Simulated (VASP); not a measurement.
A run of VASP 6.6.1:

File POSCAR:

```
SiW
1.0
    0.0000000000      2.0572582348      2.0572582348
    2.0572582348      0.0000000000      2.0572582348
    2.0572582348      2.0572582348      0.0000000000
W Si
1 1
Direct
    0.0000000000      0.0000000000      0.0000000000
    0.2500000000      0.2500000000      0.2500000000
```

INCAR.step1

```
SYSTEM = SiW
PREC = Accurate
ENCUT = 520
EDIFF = 1E-7
ISMEAR = -1
SIGMA = 0.08
LREAL = .False.
LASPH = .True.
NELM = 100
ALGO = Normal
ISIF = 2
LWAVE = .False.
LCHARG = .True.
LMAXMIX = 4
GGA = PE
NBANDS = 16
```

The input KPOINTS.step1:

```
regular mesh
0
Gamma
  11 11 11
  0 0 0
```

The input INCAR.step2:

```
SYSTEM = SiW
PREC = Accurate
ENCUT = 520
EDIFF = 1E-7
ISMEAR = -5
SIGMA = 0.08
LREAL = .False.
LASPH = .True.
NELM = 100
ALGO = Normal
ISIF = 2
LWAVE = .False.
LCHARG = .False.
LMAXMIX = 4
GGA = PE
LORBIT = 10
NEDOS = 2001
ICHARG = 11
```

Contents of KPOINTS.step2:

```
regular mesh
0
Gamma
  17 17 17
  0 0 0
```

Potentials or basis: VASP PAW PBE potentials, release 64 (W_sv, Si).

Run with:

```console
$ cat potpaw_PBE.64/W_sv/POTCAR potpaw_PBE.64/Si/POTCAR > POTCAR
$ cp INCAR.step1 INCAR
$ cp KPOINTS.step1 KPOINTS
$ mpirun -np 1 vasp_std > vasp.out
$ cp INCAR.step2 INCAR
$ cp KPOINTS.step2 KPOINTS
$ mpirun -np 1 vasp_std > vasp.out
```

Hardware: 1 thread of Intel(R) Xeon(R) 6975P-C (Granite Rapids), on a shared host.

Question: How long does it take, and how much memory?

Answer: It took 16 s on 1 thread of Intel(R) Xeon(R) 6975P-C (Granite Rapids) (shared host), peak memory 0.16 GiB. Counts: k points 165.
